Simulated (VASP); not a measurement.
# Sn (Immm) in VASP: a series of runs, part 2 of 2

VASP 6.6.1. The steps go on from the part before.

### Step 3. Single point, PBEsol (strain -0.0500 x Voigt [1, 1, 0, 0, 0, 0])

INCAR reads:

```
SYSTEM = Sn
ALGO = Fast ; EDIFF = 1E-7
ENCUT = 520 ; GGA = PS
ISIF = 2 ; ISMEAR = 0
LASPH = .TRUE. ; LCHARG = .FALSE.
LREAL = .FALSE. ; LWAVE = .FALSE.
NBANDS = 13 ; NELM = 100
PREC = Accurate ; SIGMA = 0.15
```

KPOINTS reads:

```
k-points
0
G
  20 20 20
  0 0 0
```

POSCAR reads:

```
Sn
1.0
   -1.6402120500      1.6867696500      2.3383420000
    1.6402120500     -1.6867696500      2.3383420000
    1.6402120500      1.6867696500     -2.3383420000
Sn
1
Direct
    0.0000000000      0.0000000000      0.0000000000
```

Potentials or basis: VASP PAW PBE potentials, release 64 (Sn_d).

The run is started by

```bash
$ cat potpaw_PBE.64/Sn_d/POTCAR > POTCAR
$ mpirun -np 1 vasp_std > vasp.out
```

OUTCAR:

```text
SYSTEM = Sn
   EDIFF = 1E-7
   ENCUT = 520
   GGA = PS
   ISIF = 2
   ISMEAR = 0
   LASPH = .TRUE.
   LREAL = .FALSE.
   NELM = 100
   PREC = Accurate

 ion  position               nearest neighbor table
   1  0.000  0.000  0.000-

  LATTYP: Found a body centered orthorhombic cell.
 ALAT       =     3.2804241000
 B/A-ratio  =     1.0283851103
 C/A-ratio  =     1.4256339600

  Lattice vectors:

 A1 = (  -1.6402120500,   1.6867696500,   2.3383420000)
 A2 = (   1.6402120500,  -1.6867696500,   2.3383420000)
 A3 = (   1.6402120500,   1.6867696500,  -2.3383420000)

Analysis of symmetry for initial positions (statically):
=====================================================================
 Subroutine PRICEL returns:
 Original cell was already a primitive cell.

 Routine SETGRP: Setting up the symmetry group for a
 body centered orthorhombic supercell.

 Subroutine GETGRP returns: Found  8 space group operations
 (whereof  8 operations were pure point group operations)
 out of a pool of  8 trial point group operations.

The static configuration has the point symmetry D_2h.

Analysis of symmetry for dynamics (positions and initial velocities):
=====================================================================
 Subroutine PRICEL returns:
 Original cell was already a primitive cell.

 Routine SETGRP: Setting up the symmetry group for a
 body centered orthorhombic supercell.

 Subroutine GETGRP returns: Found  8 space group operations
 (whereof  8 operations were pure point group operations)
 out of a pool of  8 trial point group operations.

The dynamic configuration has the point symmetry D_2h.

 Subroutine INISYM returns: Found  8 space group operations
 (whereof  8 operations are pure point group operations),
 and found     1 'primitive' translations

----------------------------------------------------------------------------------------

                                     Primitive cell

  volume of cell :      25.8776

  direct lattice vectors                    reciprocal lattice vectors
    -1.640212050  1.686769650  2.338342000     0.000000000  0.296424589  0.213826720
     1.640212050 -1.686769650  2.338342000     0.304838634  0.000000000  0.213826720
     1.640212050  1.686769650 -2.338342000     0.304838634  0.296424589  0.000000000

  length of vectors
     3.317126879  3.317126879  3.317126879     0.365498841  0.372355286  0.425198929

  position of ions in fractional coordinates (direct lattice)
     0.000000000  0.000000000  0.000000000

  ion indices of the primitive-cell ions
   primitive index   ion index
                 1           1

----------------------------------------------------------------------------------------

 KPOINTS: k-points

Automatic generation of k-mesh.
 Grid dimensions read from file:
 generate k-points for:   20   20   20

 Generating k-lattice:

  Cartesian coordinates                     Fractional coordinates (reciprocal lattice)
     0.000000000  0.014821229  0.010691336     0.050000000  0.000000000 -0.000000000
     0.015241932  0.000000000  0.010691336     0.000000000  0.050000000  0.000000000
     0.015241932  0.014821229  0.000000000    -0.000000000  0.000000000  0.050000000

  Length of vectors
     0.018274942  0.018617764  0.021259946

  Shift w.r.t. Gamma in fractional coordinates (k-lattice)
     0.000000000  0.000000000  0.000000000

 Subroutine IBZKPT returns following result:
 ===========================================

 Found   1166 irreducible k-points:

 Following reciprocal coordinates:
            Coordinates               Weight
  0.000000  0.000000  0.000000      1.000000
  0.050000  0.000000  0.000000      4.000000
  0.100000  0.000000 -0.000000      4.000000
  0.150000  0.000000  0.000000      4.000000
  0.200000  0.000000 -0.000000      4.000000
  0.250000  0.000000 -0.000000      4.000000
[... 16 lines left out ...]
 -0.450000  0.050000  0.000000      8.000000
 -0.400000  0.050000  0.000000      8.000000
 [... further k-points ...]
   k-points           NKPTS =   1166   k-points in BZ     NKDIM =   1166   number of bands    NBANDS=     13
   number of dos      NEDOS =    301   number of ions     NIONS =      1
   total plane-waves  NPLWV =  21952
   dimension x,y,z NGX =    28 NGY =   28 NGZ =   28
   dimension x,y,z NGXF=    56 NGYF=   56 NGZF=   56
   ions per type =               1
   NGX,Y,Z   is equivalent  to a cutoff of  14.03, 14.03, 14.03 a.u.
   NGXF,Y,Z  is equivalent  to a cutoff of  28.07, 28.07, 28.07 a.u.
 SYSTEM =  Sn
   PREC   = accura    normal or accurate (medium, high low for compatibility)
   ISTART =      0    job   : 0-new  1-cont  2-samecut
   ICHARG =      2    charge: 1-file 2-atom 10-const
   ISPIN  =      1    spin polarized calculation?
   LNONCOLLINEAR =      F non collinear calculations
   LSORBIT =      F    spin-orbit coupling
   LASPH  =      T    aspherical Exc in radial PAW
   ENCUT  =  520.0 eV  38.22 Ry    6.18 a.u.   6.17  6.17  6.17*2*pi/ulx,y,z
   NELM   =    100;   NELMIN=  2; NELMDL= -5     # of ELM steps
   EDIFF  = 0.1E-06   stopping-criterion for ELM
   LREAL  =      F    real-space projection
   EDIFFG = 0.1E-05   stopping-criterion for IOM
   NSW    =      0    number of steps for IOM
   IBRION =     -1    ionic relax: 0-MD 1-quasi-New 2-CG
   NFREE  =      0    steps in history (QN), initial steepest desc. (CG)
   ISIF   =      2    stress and relaxation
   ISYM   =      2    0-nonsym 1-usesym 2-fastsym
   POTIM  = 0.5000    time-step for ionic-motion
   TEBEG  =    0.0;   TEEND  =   0.0 temperature during run
   PSTRESS=    0.0 pullay stress
   NELECT =      14.0000    total number of electrons
   NUPDOWN=      -1.0000    fix difference up-down
   EMIN   =  10.00;   EMAX   =-10.00  energy-range for DOS
   EFERMI =   0.00;   METHOD = LEGACY
   ISMEAR =     0;   SIGMA  =   0.15  broadening in eV -4-tet -1-fermi 0-gaus
   EFERMI_NEDOS =   21; number of points for ismear=-14 and -15
   IALGO  =     68    algorithm
   IMIX   =      4    mixing-type and parameters
     AMIX     =   0.40;   BMIX     =  1.00
     AMIX_MAG =   1.60;   BMIX_MAG =  1.00
  volume/ion in A,a.u.               =      25.88       174.63
  Fermi-wavevector in a.u.,A,eV,Ry     =   1.333960  2.520819 24.210889  1.779450
  Thomas-Fermi vector in A             =   2.462778
   LORBIT       =      0    0 simple, 1 ext, 2 COOP (PROOUT), +10 PAW based schemes
   GGA     = PS    functional components
   LHFCALC =     F    Hartree Fock is set to
   AEXX    =    0.0000 exact exchange contribution
   IVDW    =     0    specifies the selected vdW correction
   LEPSILON=     F    determine dielectric tensor
   LRPA    =     F    only Hartree local field effects (RPA)
 non-spin polarized calculation
 RMM-DIIS sequential band-by-band and
 Gauss-broadening in eV      SIGMA  =   0.15
  energy-cutoff  :      520.00
  volume of cell :       25.88
 maximum number of plane-waves:       716
 NGX is ok and might be reduce to    28
   NGX = 13   NGY = 13   NGZ = 13

 number of electron      14.0000000 magnetization

 Free energy of the ion-electron system (eV)
  ---------------------------------------------------
  ext. energy  EPLUGINS =         0.00000000
  ---------------------------------------------------
  free energy    TOTEN  =        -4.23219370 eV

  energy without entropy =       -4.22546387  energy(sigma->0) =       -4.22882879

 E-fermi :   8.6169     XC(G=0): -10.7341

 val. band max:        8.6163071587   @ k =  -0.3000  -0.1500   0.1000
 cond. band min:       8.6226986057   @ k =  -0.4500  -0.3500   0.2000
 fundamental gap:      0.0063914470
 Fermi energy:         8.6169403305

 k-point     1 :       0.0000    0.0000    0.0000
  band No.  band energies     occupation
      1     -12.8980      2.00000
      2     -12.8877      2.00000
      3     -12.8798      2.00000
      4     -12.7975      2.00000
      5     -12.7916      2.00000
      6      -2.9326      2.00000
      7      16.3491      0.00000
      8      16.6284      0.00000
      9      17.0366      0.00000
     10      19.3148      0.00000
     11      20.3765      0.00000
     12      20.7014      0.00000
     13      21.1195      0.00000
[... 353 lines left out ...]
 k-point    24 :      -0.4000    0.0500    0.0000
  band No.  band energies     occupation
      1     -12.8909      2.00000
      2     -12.8799      2.00000
      3     -12.8665      2.00000
      4     -12.7336      2.00000
      5     -12.7190      2.00000
      6       0.1696      2.00000
      7       5.7020      2.00000
      8      14.4838      0.00000
      9      14.8107      0.00000
     10      18.0933      0.00000
     11      20.0647      0.00000
     12      20.4600      0.00000
     13      20.8778      0.00000

 [... further k-points ...]

------------------------ aborting loop because EDIFF is reached ----------------------------------------

  FORCE on cell =-STRESS in cart. coord.  units (eV):
  Direction    XX          YY          ZZ          XY          YZ          ZX
  --------------------------------------------------------------------------------------
  -------------------------------------------------------------------------------------
  Total        0.2843771      0.1483025      0.2341378     -0.0000000      0.0000000      0.0000000
  in kB       17.6068412      9.1819592     14.4963395     -0.0000000      0.0000000      0.0000000
  external PRESSURE =      13.7617133 kB  Pullay stress =       0.0000000 kB

 VOLUME and BASIS-vectors are now :
 -----------------------------------------------------------------------------
  energy-cutoff  :      520.00
  volume of cell :       25.88
      direct lattice vectors                 reciprocal lattice vectors
    -1.640212050  1.686769650  2.338342000     0.000000000  0.296424589  0.213826720
     1.640212050 -1.686769650  2.338342000     0.304838634  0.000000000  0.213826720
     1.640212050  1.686769650 -2.338342000     0.304838634  0.296424589  0.000000000

 POSITION                                       TOTAL-FORCE (eV/Angst)
 -----------------------------------------------------------------------------------
      0.00000      0.00000      0.00000         0.000000     -0.000000     -0.000000
 -----------------------------------------------------------------------------------
    total drift:                               -0.000000     -0.000000     -0.000000

  FREE ENERGIE OF THE ION-ELECTRON SYSTEM (eV)
  ---------------------------------------------------
  free  energy   TOTEN  =        -4.2321936991 eV

  energy  without entropy=       -4.2254638725  energy(sigma->0) =       -4.22882879
```

Wall time 6.5 min (1 thread of Intel Xeon Platinum 8488C (Sapphire Rapids), shared host); peak memory 0.46 GiB.

Results:

| Item | Value |
| --- | --- |
| Free energy | -4.2322 eV |
| Pressure | 1.4 GPa |
| Band gap on the k mesh | zero (bands 7 and 8 overlap by 9.86 eV) |

Caveat: the cell differs from its parent crystal (strain -0.0500 x Voigt [1, 1, 0, 0, 0, 0]); the PAW data sets were made with another functional, which shifts forces and pressure a little; spin-orbit coupling is left out, which moves the levels of the heavy elements.
